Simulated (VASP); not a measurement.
# MnS (Fm-3m) in VASP: single point with r2SCAN+U

Aim: the single point of MnS with r2SCAN+U.

Program: VASP 6.6.1. These are calculated values, not measurements. Logs are shortened: lines on timing, memory, paths and dates and some standing lists are left out, and cuts for length are marked.

## Step 1: The cell of the first run

It takes space group Fm-3m (No. 225, cubic). Conventional cell: a = 5.209 Å, b = 5.209 Å, c = 5.209 Å, α = 90.00°, β = 90.00°, γ = 90.00°. Mn (site symmetry m-3m) has 6 S at 2.60 Å within 3.4 Å. S (site symmetry m-3m) has 6 Mn at 2.60 Å within 3.4 Å.

## Step 2: Single point, r2SCAN+U, collinear spin, ferromagnetic start

POSCAR

```
MnS
1.0
    0.0000000000      2.6045000000      2.6045000000
    2.6045000000      0.0000000000      2.6045000000
    2.6045000000      2.6045000000      0.0000000000
Mn S
1 1
Direct
    0.0000000000      0.0000000000      0.0000000000
    0.5000000000      0.5000000000      0.5000000000
```

INCAR.step1

```
SYSTEM = MnS
  PREC = Accurate
  ENCUT = 550
  ISMEAR = -1
  SIGMA = 0.05
  LREAL = .FALSE.
  LASPH = .TRUE.
  NELM = 200
  ISPIN = 2
  MAGMOM = 5.2 0
  LMAXMIX = 4
  LDAU = .TRUE.
  LDAUTYPE = 2
  LDAUL = 2 -1
  LDAUU = 3.5 0
  LDAUJ = 0 0
  NBANDS = 20
  GGA = PE
  ALGO = Normal
  EDIFF = 1E-5
  LWAVE = .TRUE.
  LCHARG = .FALSE.
  GGA_COMPAT = .FALSE.
```

INCAR.step2

```
SYSTEM = MnS
  PREC = Accurate
  ENCUT = 550
  EDIFF = 1E-6
  ISMEAR = -1
  SIGMA = 0.05
  LREAL = .FALSE.
  LASPH = .TRUE.
  NELM = 200
  ALGO = Normal
  ISIF = 2
  LWAVE = .FALSE.
  LCHARG = .FALSE.
  ISPIN = 2
  MAGMOM = 5.2 0
  LORBIT = 11
  LMAXMIX = 4
  LDAU = .TRUE.
  LDAUTYPE = 2
  LDAUL = 2 -1
  LDAUU = 3.5 0
  LDAUJ = 0 0
  LDAUPRINT = 1
  METAGGA = R2SCAN
  LMIXTAU = .TRUE.
  NBANDS = 20
  ISTART = 1
  GGA_COMPAT = .FALSE.
```

KPOINTS

```
Automatic mesh
0
G
  8 8 8
  0 0 0
```

Potentials or basis: VASP PAW PBE potentials, release 64 (Mn_pv, S).

The run is started by

```bash
> cat potpaw_PBE.64/Mn_pv/POTCAR potpaw_PBE.64/S/POTCAR > POTCAR
> cp INCAR.step1 INCAR
> mpirun -np 1 vasp_std > vasp.out
> cp INCAR.step2 INCAR
> mpirun -np 1 vasp_std > vasp.out
```

OUTCAR:

```text
SYSTEM = MnS
   PREC = Accurate
   ENCUT = 550
   EDIFF = 1E-6
   ISMEAR = -1
   LREAL = .FALSE.
   LASPH = .TRUE.
   NELM = 200
   ISIF = 2
   ISPIN = 2
   LORBIT = 11
   METAGGA = R2SCAN
   ISTART = 1

 ion  position               nearest neighbor table
   1  0.000  0.000  0.000-   2 2.60   2 2.60   2 2.60   2 2.60   2 2.60   2 2.60
   2  0.500  0.500  0.500-   1 2.60   1 2.60   1 2.60   1 2.60   1 2.60   1 2.60

  LATTYP: Found a face centered cubic cell.
 ALAT       =     5.2090000000

  Lattice vectors:

 A1 = (   0.0000000000,   2.6045000000,   2.6045000000)
 A2 = (   2.6045000000,   0.0000000000,   2.6045000000)
 A3 = (   2.6045000000,   2.6045000000,   0.0000000000)

Analysis of symmetry for initial positions (statically):
=====================================================================
 Subroutine PRICEL returns:
 Original cell was already a primitive cell.

 Routine SETGRP: Setting up the symmetry group for a
 face centered cubic supercell.

 Subroutine GETGRP returns: Found 48 space group operations
 (whereof 48 operations were pure point group operations)
 out of a pool of 48 trial point group operations.

The static configuration has the point symmetry O_h .

Analysis of symmetry for dynamics (positions and initial velocities):
=====================================================================
 Subroutine PRICEL returns:
 Original cell was already a primitive cell.

 Routine SETGRP: Setting up the symmetry group for a
 face centered cubic supercell.

 Subroutine GETGRP returns: Found 48 space group operations
 (whereof 48 operations were pure point group operations)
 out of a pool of 48 trial point group operations.

The dynamic configuration has the point symmetry O_h .

Analysis of structural, dynamic, and magnetic symmetry:
=====================================================================
 Subroutine PRICEL returns:
 Original cell was already a primitive cell.

 Routine SETGRP: Setting up the symmetry group for a
 face centered cubic supercell.

 Subroutine GETGRP returns: Found 48 space group operations
 (whereof 48 operations were pure point group operations)
 out of a pool of 48 trial point group operations.

The overall configuration has the point symmetry O_h .

 Subroutine INISYM returns: Found 48 space group operations
 (whereof 48 operations are pure point group operations),
 and found     1 'primitive' translations

----------------------------------------------------------------------------------------

                                     Primitive cell

  volume of cell :      35.3348

  direct lattice vectors                    reciprocal lattice vectors
     0.000000000  2.604500000  2.604500000    -0.191975427  0.191975427  0.191975427
     2.604500000  0.000000000  2.604500000     0.191975427 -0.191975427  0.191975427
     2.604500000  2.604500000  0.000000000     0.191975427  0.191975427 -0.191975427

  length of vectors
     3.683319223  3.683319223  3.683319223     0.332511194  0.332511194  0.332511194

  position of ions in fractional coordinates (direct lattice)
     0.000000000  0.000000000  0.000000000
     0.500000000  0.500000000  0.500000000

  ion indices of the primitive-cell ions
   primitive index   ion index
                 1           1
                 2           2

----------------------------------------------------------------------------------------

 KPOINTS: Automatic mesh

Automatic generation of k-mesh.
 Grid dimensions read from file:
 generate k-points for:    8    8    8

 Generating k-lattice:

  Cartesian coordinates                     Fractional coordinates (reciprocal lattice)
    -0.023996928  0.023996928  0.023996928     0.125000000  0.000000000  0.000000000
     0.023996928 -0.023996928  0.023996928     0.000000000  0.125000000  0.000000000
     0.023996928  0.023996928 -0.023996928     0.000000000  0.000000000  0.125000000

[... 56 lines left out ...]
   EDIFF  = 0.1E-05   stopping-criterion for ELM
   LREAL  =      F    real-space projection
   EDIFFG = 0.1E-04   stopping-criterion for IOM
   NSW    =      0    number of steps for IOM
   IBRION =     -1    ionic relax: 0-MD 1-quasi-New 2-CG
   NFREE  =      0    steps in history (QN), initial steepest desc. (CG)
   ISIF   =      2    stress and relaxation
   ISYM   =      2    0-nonsym 1-usesym 2-fastsym
   POTIM  = 0.5000    time-step for ionic-motion
   TEBEG  =    0.0;   TEEND  =   0.0 temperature during run
   PSTRESS=    0.0 pullay stress
   NELECT =      19.0000    total number of electrons
   NUPDOWN=      -1.0000    fix difference up-down
   EMIN   =  10.00;   EMAX   =-10.00  energy-range for DOS
   EFERMI =   0.00;   METHOD = LEGACY
   ISMEAR =    -1;   SIGMA  =   0.05  broadening in eV -4-tet -1-fermi 0-gaus
   EFERMI_NEDOS =   21; number of points for ismear=-14 and -15
   IALGO  =     38    algorithm
   IMIX   =      4    mixing-type and parameters
     AMIX     =   0.40;   BMIX     =  1.00
     AMIX_MAG =   1.60;   BMIX_MAG =  1.00
  volume/ion in A,a.u.               =      17.67       119.23
  Fermi-wavevector in a.u.,A,eV,Ry     =   1.331246  2.515690 24.112464  1.772216
  Thomas-Fermi vector in A             =   2.460272
   LORBIT       =     11    0 simple, 1 ext, 2 COOP (PROOUT), +10 PAW based schemes
 LDA+U is selected, type is set to LDAUTYPE =  2
   angular momentum for each species LDAUL =     2   -1
   U (eV)           for each species LDAUU =   3.5  0.0
   J (eV)           for each species LDAUJ =   0.0  0.0
   METAGGA = R2SCAN    functional components
   LHFCALC =     F    Hartree Fock is set to
   AEXX    =    0.0000 exact exchange contribution
   IVDW    =     0    specifies the selected vdW correction
   LEPSILON=     F    determine dielectric tensor
   LRPA    =     F    only Hartree local field effects (RPA)
 spin polarized calculation
  energy-cutoff  :      550.00
  volume of cell :       35.33
 maximum number of plane-waves:      1056
   NGX = 15   NGY = 15   NGZ = 15

atom =   1  type =  1  l = 2

 onsite density matrix

spin component  1

  0.9378  0.0000 -0.0000  0.0000 -0.0000
  0.0000  0.9378 -0.0000  0.0000 -0.0000
 -0.0000 -0.0000  0.9594  0.0000  0.0000
  0.0000  0.0000  0.0000  0.9378 -0.0000
 -0.0000 -0.0000  0.0000 -0.0000  0.9594

spin component  2

  0.0125 -0.0000  0.0000 -0.0000  0.0000
 -0.0000  0.0125  0.0000 -0.0000  0.0000
  0.0000  0.0000  0.0675 -0.0000 -0.0000
 -0.0000 -0.0000 -0.0000  0.0125  0.0000
  0.0000  0.0000 -0.0000  0.0000  0.0675

 occupancies and eigenvectors

  o =  0.0125  v =  0.0000  0.0000  0.0000  0.0000  0.0000  0.0036  1.0000  0.0000  0.0034 -0.0000      0.0000  0.0000  0.0000  0.0000  0.0000  0.0000  0.0000  0.0000  0.0000  0.0000
  o =  0.0125  v =  0.0000  0.0000  0.0000  0.0000  0.0000  1.0000 -0.0036 -0.0000  0.0026 -0.0000      0.0000  0.0000  0.0000  0.0000  0.0000  0.0000  0.0000  0.0000  0.0000  0.0000
  o =  0.0125  v =  0.0000  0.0000  0.0000  0.0000  0.0000 -0.0026 -0.0034  0.0000  1.0000 -0.0000      0.0000  0.0000  0.0000  0.0000  0.0000  0.0000  0.0000  0.0000  0.0000  0.0000
  o =  0.0675  v =  0.0000  0.0000  0.0000  0.0000  0.0000 -0.0000  0.0000 -0.1286 -0.0000 -0.9917      0.0000  0.0000  0.0000  0.0000  0.0000  0.0000  0.0000  0.0000  0.0000  0.0000
  o =  0.0675  v =  0.0000  0.0000  0.0000  0.0000  0.0000  0.0000 -0.0000  0.9917 -0.0000 -0.1286      0.0000  0.0000  0.0000  0.0000  0.0000  0.0000  0.0000  0.0000  0.0000  0.0000
  o =  0.9378  v =  0.0000 -0.0143  0.0000 -0.9999 -0.0000  0.0000  0.0000  0.0000  0.0000  0.0000      0.0000  0.0000  0.0000  0.0000  0.0000  0.0000  0.0000  0.0000  0.0000  0.0000
  o =  0.9378  v =  1.0000  0.0000  0.0000  0.0000  0.0000  0.0000  0.0000  0.0000  0.0000  0.0000      0.0000  0.0000  0.0000  0.0000  0.0000  0.0000  0.0000  0.0000  0.0000  0.0000
  o =  0.9378  v =  0.0000  0.9999 -0.0000 -0.0143 -0.0000  0.0000  0.0000  0.0000  0.0000  0.0000      0.0000  0.0000  0.0000  0.0000  0.0000  0.0000  0.0000  0.0000  0.0000  0.0000
  o =  0.9594  v =  0.0000  0.0000 -0.0001 -0.0000  1.0000  0.0000  0.0000  0.0000  0.0000  0.0000      0.0000  0.0000  0.0000  0.0000  0.0000  0.0000  0.0000  0.0000  0.0000  0.0000
  o =  0.9594  v =  0.0000 -0.0000 -1.0000 -0.0000 -0.0001  0.0000  0.0000  0.0000  0.0000  0.0000      0.0000  0.0000  0.0000  0.0000  0.0000  0.0000  0.0000  0.0000  0.0000  0.0000

 number of electron      18.9999989 magnetization       4.9999994

 Free energy of the ion-electron system (eV)
  ---------------------------------------------------
  ext. energy  EPLUGINS =         0.00000000
  ---------------------------------------------------
  free energy    TOTEN  =       -24.04881578 eV

  energy without entropy =      -24.04881568  energy(sigma->0) =      -24.04881573

 E-fermi :   6.8179     XC(G=0): -11.1917

 val. band max:        6.1760264390   @ k =   0.5000   0.0000   0.0000
 cond. band min:       7.3844510371   @ k =   0.5000   0.5000   0.0000
 fundamental gap:      1.2084245982
 Fermi energy:         6.8179330884

 spin component 1

 k-point     1 :       0.0000    0.0000    0.0000
  band No.  band energies     occupation
      1     -46.6832      1.00000
      2     -46.6832      1.00000
      3     -46.6832      1.00000
      4      -8.4714      1.00000
      5       1.1273      1.00000
      6       1.1273      1.00000
[... 1097 lines left out ...]
     19      22.9327      0.00000
     20      23.8179      0.00000

 [... further k-points ...]
[... 5 lines left out ...]
  --------------------------------------------------------------------------------------
  -------------------------------------------------------------------------------------
  Total        0.8240250      0.8240250      0.8240250     -0.0000000     -0.0000000      0.0000000
  in kB       37.3635302     37.3635302     37.3635302     -0.0000000     -0.0000000      0.0000000
  external PRESSURE =      37.3635302 kB  Pullay stress =       0.0000000 kB

 VOLUME and BASIS-vectors are now :
 -----------------------------------------------------------------------------
  energy-cutoff  :      550.00
  volume of cell :       35.33
      direct lattice vectors                 reciprocal lattice vectors
     0.000000000  2.604500000  2.604500000    -0.191975427  0.191975427  0.191975427
     2.604500000  0.000000000  2.604500000     0.191975427 -0.191975427  0.191975427
     2.604500000  2.604500000  0.000000000     0.191975427  0.191975427 -0.191975427

 POSITION                                       TOTAL-FORCE (eV/Angst)
 -----------------------------------------------------------------------------------
      0.00000      0.00000      0.00000        -0.000000      0.000000     -0.000000
      2.60450      2.60450      2.60450         0.000000     -0.000000      0.000000
 -----------------------------------------------------------------------------------
    total drift:                               -0.000000      0.000000      0.000000

  FREE ENERGIE OF THE ION-ELECTRON SYSTEM (eV)
  ---------------------------------------------------
  free  energy   TOTEN  =       -24.0488157793 eV

  energy  without entropy=      -24.0488156795  energy(sigma->0) =      -24.04881573

 total charge

# of ion       s       p       d       tot
------------------------------------------
    1        0.219   6.164   4.888  11.271
    2        1.308   2.510   0.000   3.818
--------------------------------------------------
tot          1.528   8.673   4.888  15.089

 magnetization (x)

# of ion       s       p       d       tot
------------------------------------------
    1        0.048   0.037   4.551   4.635
    2        0.023   0.058   0.000   0.081
--------------------------------------------------
tot          0.071   0.095   4.551   4.716
```

It took 2.4 min on 1 thread of Intel Xeon Platinum 8259CL at 2.50GHz (Skylake/Cascade Lake), shared host; peak memory 0.2 GiB.

What came out:

```yaml
Free_energy: -24.0488 eV
Pressure: 3.7 GPa
Band_gap_on_the_k_mesh: 1.21 eV (least direct gap 3.44 eV)
Net_moment: 5.00 μB per cell
Site_moments: Mn +4.63; S +0.08 μB
Valence_electrons_inside_the_program's_atomic_spheres: Mn 11.27; S 3.82
```

Levels at points of the mesh, in eV from the valence-band top:
Spin up:
| k point | band 8 | band 9 | band 10 | band 11 | band 12 | band 13 | band 14 | band 15 | band 16 | band 17 |
| --- | --- | --- | --- | --- | --- | --- | --- | --- | --- | --- |
| (0.00, 0.00, 0.00) | -5.01 | -5.01 | -1.44 | -1.44 | -1.44 | 2.65 | 9.07 | 9.07 | 9.07 | 11.57 |
| (0.50, 0.00, 0.00) | -4.64 | -4.64 | -3.92 | 0.00 | 0.00 | 3.65 | 6.16 | 6.16 | 9.47 | 13.05 |
| (0.50, 0.50, 0.00) | -4.52 | -4.52 | -4.01 | -3.11 | -3.11 | 1.47 | 5.68 | 11.40 | 13.13 | 13.13 |
Spin down:
| k point | band 5 | band 6 | band 7 | band 8 | band 9 | band 10 |
| --- | --- | --- | --- | --- | --- | --- |
| (0.00, 0.00, 0.00) | -1.21 | -1.21 | -1.21 | 2.87 | 2.87 | 2.87 |
| (0.50, 0.00, 0.00) | -6.01 | -2.57 | -2.57 | 4.35 | 4.35 | 4.36 |
| (0.50, 0.50, 0.00) | -5.29 | -2.82 | -2.82 | 1.21 | 3.29 | 3.53 |

Eigenvalues of the final occupation matrices:
```tsv
site	spin	trace	eigenvalues
site 1 d	1	4.73	0.94 0.94 0.94 0.96 0.96
site 1 d	2	0.17	0.01 0.01 0.01 0.07 0.07
```

Caveat: the cell stands under pressure; the PAW data sets were made with another functional, which shifts forces and pressure a little; a cell with one magnetic atom can't hold antiferromagnetic order, which such compounds often take. The state reached can hang on the start; a lower one may exist.
